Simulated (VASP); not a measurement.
# Si (I4/mmm) in VASP: settings compared

Aim: see how the results for Si move with the level of theory and the settings. Levels: PBE, RPBE. Tasks: single point.

Everything below comes from runs of VASP 6.6.1. Logs are shortened: lines on timing, memory, paths and dates and some standing lists are left out, and cuts for length are marked.

## Step 1: The cell of the first run

It takes space group I4/mmm (No. 139, tetragonal). The conventional cell has a = 3.254 Å, b = 3.254 Å, c = 2.641 Å, α = 90.00°, β = 90.00°, γ = 90.00°. Within 3.5 Å of Si (site symmetry 4/mmm) lie 14 Si at 2.64 to 3.25 Å.

## Step 2: Single point, PBE

The input, INCAR:

```
PREC     = Accurate       # precision mode
ENCUT    = 520            # plane-wave cutoff, eV
EDIFF    = 1E-7           # SCF threshold, eV
ISMEAR   = 0              # smearing method
SIGMA    = 0.05           # smearing width, eV
LREAL    = False          # projectors in reciprocal space
LASPH    = True           # aspherical terms in the spheres
NELM     = 80             # most SCF steps
ALGO     = Normal         # electronic algorithm
ISIF     = 2              # what is computed and relaxed
LWAVE    = False          # write WAVECAR
LCHARG   = False          # write CHGCAR
GGA      = PE             # functional
NBANDS   = 8              # bands
```

The input, KPOINTS:

```
Automatic mesh
0
Gamma
  13 13 13
```

The input, POSCAR:

```
Si
1.0
   -1.6269149300      1.6269149300      1.3203298500
    1.6269149300     -1.6269149300      1.3203298500
    1.6269149300      1.6269149300     -1.3203298500
Si
1
Direct
    0.0000000000      0.0000000000      0.0000000000
```

Potentials or basis: VASP PAW PBE potentials, release 64 (Si).

Started as:

```
> cat potpaw_PBE.64/Si/POTCAR > POTCAR
> mpirun -np 1 vasp_std > vasp.out
```

OUTCAR:

```text
PREC = Accurate
   ENCUT = 520
   EDIFF = 1E-7
   ISMEAR = 0
   LREAL = False
   LASPH = True
   NELM = 80
   ISIF = 2
   GGA = PE

 ion  position               nearest neighbor table
   1  0.000  0.000  0.000-

  LATTYP: Found a body centered tetragonal cell.
 ALAT       =     3.2538298600
 C/A-ratio  =     0.8115543263

  Lattice vectors:

 A1 = (  -1.6269149300,   1.6269149300,   1.3203298500)
 A2 = (   1.6269149300,  -1.6269149300,   1.3203298500)
 A3 = (   1.6269149300,   1.6269149300,  -1.3203298500)

Analysis of symmetry for initial positions (statically):
=====================================================================
 Subroutine PRICEL returns:
 Original cell was already a primitive cell.

 Routine SETGRP: Setting up the symmetry group for a
 body centered tetragonal supercell.

 Subroutine GETGRP returns: Found 16 space group operations
 (whereof 16 operations were pure point group operations)
 out of a pool of 16 trial point group operations.

The static configuration has the point symmetry D_4h.

Analysis of symmetry for dynamics (positions and initial velocities):
=====================================================================
 Subroutine PRICEL returns:
 Original cell was already a primitive cell.

 Routine SETGRP: Setting up the symmetry group for a
 body centered tetragonal supercell.

 Subroutine GETGRP returns: Found 16 space group operations
 (whereof 16 operations were pure point group operations)
 out of a pool of 16 trial point group operations.

The dynamic configuration has the point symmetry D_4h.

 Subroutine INISYM returns: Found 16 space group operations
 (whereof 16 operations are pure point group operations),
 and found     1 'primitive' translations

----------------------------------------------------------------------------------------

                                     Primitive cell

  volume of cell :      13.9789

  direct lattice vectors                    reciprocal lattice vectors
    -1.626914930  1.626914930  1.320329850     0.000000000  0.307330144  0.378693249
     1.626914930 -1.626914930  1.320329850     0.307330144  0.000000000  0.378693249
     1.626914930  1.626914930 -1.320329850     0.307330144  0.307330144  0.000000000

  length of vectors
     2.652729781  2.652729781  2.652729781     0.487709334  0.487709334  0.434630458

  position of ions in fractional coordinates (direct lattice)
     0.000000000  0.000000000  0.000000000

  ion indices of the primitive-cell ions
   primitive index   ion index
                 1           1

----------------------------------------------------------------------------------------

 KPOINTS: Automatic mesh

Automatic generation of k-mesh.
 Grid dimensions read from file:
 generate k-points for:   13   13   13

 Generating k-lattice:

  Cartesian coordinates                     Fractional coordinates (reciprocal lattice)
     0.000000000  0.023640780  0.029130250     0.076923077 -0.000000000  0.000000000
     0.023640780  0.000000000  0.029130250    -0.000000000  0.076923077  0.000000000
     0.023640780  0.023640780  0.000000000     0.000000000  0.000000000  0.076923077

  Length of vectors
     0.037516103  0.037516103  0.033433112

  Shift w.r.t. Gamma in fractional coordinates (k-lattice)
     0.000000000  0.000000000  0.000000000

 Subroutine IBZKPT returns following result:
 ===========================================

 Found    196 irreducible k-points:

 Following reciprocal coordinates:
            Coordinates               Weight
  0.000000  0.000000  0.000000      1.000000
  0.076923  0.000000  0.000000      8.000000
  0.153846  0.000000  0.000000      8.000000
  0.230769  0.000000  0.000000      8.000000
  0.307692  0.000000  0.000000      8.000000
  0.384615  0.000000  0.000000      8.000000
[... 16 lines left out ...]
  0.384615  0.153846  0.000000     16.000000
  0.461538  0.153846  0.000000     16.000000
 [... further k-points ...]
   k-points           NKPTS =    196   k-points in BZ     NKDIM =    196   number of bands    NBANDS=      8
   number of dos      NEDOS =    301   number of ions     NIONS =      1
   total plane-waves  NPLWV =   8000
   dimension x,y,z NGX =    20 NGY =   20 NGZ =   20
   dimension x,y,z NGXF=    40 NGYF=   40 NGZF=   40
   ions per type =               1
   NGX,Y,Z   is equivalent  to a cutoff of  12.53, 12.53, 12.53 a.u.
   NGXF,Y,Z  is equivalent  to a cutoff of  25.07, 25.07, 25.07 a.u.
 SYSTEM =  unknown system
   PREC   = accura    normal or accurate (medium, high low for compatibility)
   ISTART =      0    job   : 0-new  1-cont  2-samecut
   ICHARG =      2    charge: 1-file 2-atom 10-const
   ISPIN  =      1    spin polarized calculation?
   LNONCOLLINEAR =      F non collinear calculations
   LSORBIT =      F    spin-orbit coupling
   LASPH  =      T    aspherical Exc in radial PAW
   ENCUT  =  520.0 eV  38.22 Ry    6.18 a.u.   4.93  4.93  4.93*2*pi/ulx,y,z
   NELM   =     80;   NELMIN=  2; NELMDL= -5     # of ELM steps
   EDIFF  = 0.1E-06   stopping-criterion for ELM
   LREAL  =      F    real-space projection
   EDIFFG = 0.1E-05   stopping-criterion for IOM
   NSW    =      0    number of steps for IOM
   IBRION =     -1    ionic relax: 0-MD 1-quasi-New 2-CG
   NFREE  =      0    steps in history (QN), initial steepest desc. (CG)
   ISIF   =      2    stress and relaxation
   ISYM   =      2    0-nonsym 1-usesym 2-fastsym
   POTIM  = 0.5000    time-step for ionic-motion
   TEBEG  =    0.0;   TEEND  =   0.0 temperature during run
   PSTRESS=    0.0 pullay stress
   NELECT =       4.0000    total number of electrons
   NUPDOWN=      -1.0000    fix difference up-down
   EMIN   =  10.00;   EMAX   =-10.00  energy-range for DOS
   EFERMI =   0.00;   METHOD = LEGACY
   ISMEAR =     0;   SIGMA  =   0.05  broadening in eV -4-tet -1-fermi 0-gaus
   EFERMI_NEDOS =   21; number of points for ismear=-14 and -15
   IALGO  =     38    algorithm
   IMIX   =      4    mixing-type and parameters
     AMIX     =   0.40;   BMIX     =  1.00
     AMIX_MAG =   1.60;   BMIX_MAG =  1.00
  volume/ion in A,a.u.               =      13.98        94.33
  Fermi-wavevector in a.u.,A,eV,Ry     =   1.078791  2.038620 15.834335  1.163791
  Thomas-Fermi vector in A             =   2.214739
   LORBIT       =      0    0 simple, 1 ext, 2 COOP (PROOUT), +10 PAW based schemes
   GGA     = PE    functional components
   LHFCALC =     F    Hartree Fock is set to
   AEXX    =    0.0000 exact exchange contribution
   IVDW    =     0    specifies the selected vdW correction
   LEPSILON=     F    determine dielectric tensor
   LRPA    =     F    only Hartree local field effects (RPA)
 non-spin polarized calculation
 Gauss-broadening in eV      SIGMA  =   0.05
  energy-cutoff  :      520.00
  volume of cell :       13.98
 maximum number of plane-waves:       389
   NGX =  9   NGY =  9   NGZ =  9

 number of electron       3.9999999 magnetization

 Free energy of the ion-electron system (eV)
  ---------------------------------------------------
  ext. energy  EPLUGINS =         0.00000000
  ---------------------------------------------------
  free energy    TOTEN  =        -4.92336878 eV

  energy without entropy =       -4.92235842  energy(sigma->0) =       -4.92286360

 E-fermi :  10.5607     XC(G=0): -11.3237

 val. band max:       10.5378267055   @ k =  -0.4615   0.1538   0.0769
 cond. band min:      10.5618158455   @ k =  -0.3846   0.0769   0.0000
 fundamental gap:      0.0239891400
 Fermi energy:        10.5607362498

 k-point     1 :       0.0000    0.0000    0.0000
  band No.  band energies     occupation
      1      -4.1667      2.00000
      2      20.1558      0.00000
      3      20.7497      0.00000
      4      20.7497      0.00000
      5      23.5899      0.00000
      6      24.5205      0.00000
      7      25.8351      0.00000
      8      25.8351      0.00000

 k-point     2 :       0.0769    0.0000    0.0000
  band No.  band energies     occupation
      1      -3.9621      2.00000
      2      18.7754      0.00000
      3      20.1853      0.00000
      4      22.0950      0.00000
      5      22.1884      0.00000
      6      24.9788      0.00000
      7      25.1058      0.00000
      8      25.5535      0.00000

 k-point     3 :       0.1538    0.0000    0.0000
  band No.  band energies     occupation
      1      -3.3496      2.00000
      2      17.4483      0.00000
      3      18.7836      0.00000
      4      19.2431      0.00000
      5      21.9203      0.00000
      6      24.1923      0.00000
      7      25.6566      0.00000
      8      27.1540      0.00000

 k-point     4 :       0.2308    0.0000    0.0000
  band No.  band energies     occupation
      1      -2.3328      2.00000
      2      15.2171      0.00000
      3      16.4585      0.00000
      4      18.3523      0.00000
      5      20.2622      0.00000
      6      22.7910      0.00000
      7      28.0026      0.00000
      8      28.1957      0.00000

 k-point     5 :       0.3077    0.0000    0.0000
  band No.  band energies     occupation
      1      -0.9178      2.00000
      2      11.7455      0.00000
      3      15.8121      0.00000
      4      17.7279      0.00000
      5      18.7611      0.00000
      6      21.4942      0.00000
      7      28.1727      0.00000
      8      31.1798      0.00000
[... 177 lines left out ...]
 k-point    22 :       0.3077    0.1538   -0.0000
  band No.  band energies     occupation
      1       1.8159      2.00000
      2       8.3550      2.00000
      3      12.3309      0.00000
      4      15.5056      0.00000
      5      20.4513      0.00000
      6      23.0907      0.00000
      7      25.8441      0.00000
      8      31.3808      0.00000

 k-point    23 :       0.3846    0.1538    0.0000
  band No.  band energies     occupation
      1       4.0515      2.00000
      2       5.5761      2.00000
      3      11.5103      0.00000
      4      15.6858      0.00000
      5      19.8457      0.00000
      6      23.4311      0.00000
      7      26.6879      0.00000
      8      34.3834      0.00000

 k-point    24 :       0.4615    0.1538    0.0000
  band No.  band energies     occupation
      1       3.0727      2.00000
      2       6.7103      2.00000
      3      11.0748      0.00000
      4      16.1942      0.00000
      5      19.5578      0.00000
      6      24.0789      0.00000
      7      27.8673      0.00000
      8      34.1385      0.00000

 [... further k-points ...]

------------------------ aborting loop because EDIFF is reached ----------------------------------------

  FORCE on cell =-STRESS in cart. coord.  units (eV):
  Direction    XX          YY          ZZ          XY          YZ          ZX
  --------------------------------------------------------------------------------------
  -------------------------------------------------------------------------------------
  Total        0.4086246      0.4086246      0.0817188      0.0000000      0.0000000      0.0000000
  in kB       46.8341818     46.8341818      9.3661307      0.0000000      0.0000000      0.0000000
  external PRESSURE =      34.3448314 kB  Pullay stress =       0.0000000 kB

 VOLUME and BASIS-vectors are now :
 -----------------------------------------------------------------------------
  energy-cutoff  :      520.00
  volume of cell :       13.98
      direct lattice vectors                 reciprocal lattice vectors
    -1.626914930  1.626914930  1.320329850     0.000000000  0.307330144  0.378693249
     1.626914930 -1.626914930  1.320329850     0.307330144  0.000000000  0.378693249
     1.626914930  1.626914930 -1.320329850     0.307330144  0.307330144  0.000000000

 POSITION                                       TOTAL-FORCE (eV/Angst)
 -----------------------------------------------------------------------------------
      0.00000      0.00000      0.00000        -0.000000      0.000000      0.000000
 -----------------------------------------------------------------------------------
    total drift:                               -0.000000      0.000000     -0.000000

  FREE ENERGIE OF THE ION-ELECTRON SYSTEM (eV)
  ---------------------------------------------------
  free  energy   TOTEN  =        -4.9233687829 eV

  energy  without entropy=       -4.9223584242  energy(sigma->0) =       -4.92286360
```

It took 9.4 s on 1 thread of AMD EPYC 9R45 (Zen 5), shared host; peak memory 0.1 GiB.

Results:

* Free energy: -4.9234 eV
* Pressure: 3.4 GPa
* Band gap on the k mesh: zero (band 2 reaches 20.27 eV, above the bottom of band 3 at 7.04 eV)

Stress tensor (GPa, compression positive):
```
4.68 0.00 0.00
0.00 4.68 0.00
0.00 0.00 0.94
```

## Step 3: Single point, RPBE

The input, INCAR:

```
PREC = Accurate ; ENCUT = 520
EDIFF = 1E-6 ; ISMEAR = 0
SIGMA = 0.1 ; LREAL = False
LASPH = True ; NELM = 80
ALGO = Normal ; ISIF = 2
LWAVE = False ; LCHARG = False
GGA = RP ; NBANDS = 8
```

The input, KPOINTS:

```
regular mesh
0
Gamma
  13 13 13
```

POSCAR is that of step 2.

Potentials or basis: VASP PAW PBE potentials, release 64 (Si).

Started as:

```
> cat potpaw_PBE.64/Si/POTCAR > POTCAR
> mpirun -np 1 vasp_std > vasp.out
```

Wall time 7.9 s (1 thread of AMD EPYC 9R45 (Zen 5), shared host); peak memory 0.1 GiB.

The run converged. Its results:

| Quantity | Value |
| --- | --- |
| Free energy | -4.6288 eV |
| Pressure | 4.3 GPa |
| Band gap on the k mesh | zero (band 2 reaches 20.42 eV, above the bottom of band 3 at 7.10 eV) |

Stress tensor (GPa, compression positive):
```
5.33 0.00 0.00
0.00 5.33 0.00
0.00 0.00 2.19
```

Levels at points of the mesh, in eV from the Fermi level:
```tsv
k point	band 1	band 2	band 3	band 4	band 5	band 6	band 7
(0.00, 0.00, 0.00)	-14.73	9.53	10.26	10.26	12.98	14.09	15.21
```

Caveat: the PAW data sets were made with another functional, which shifts forces and pressure a little.
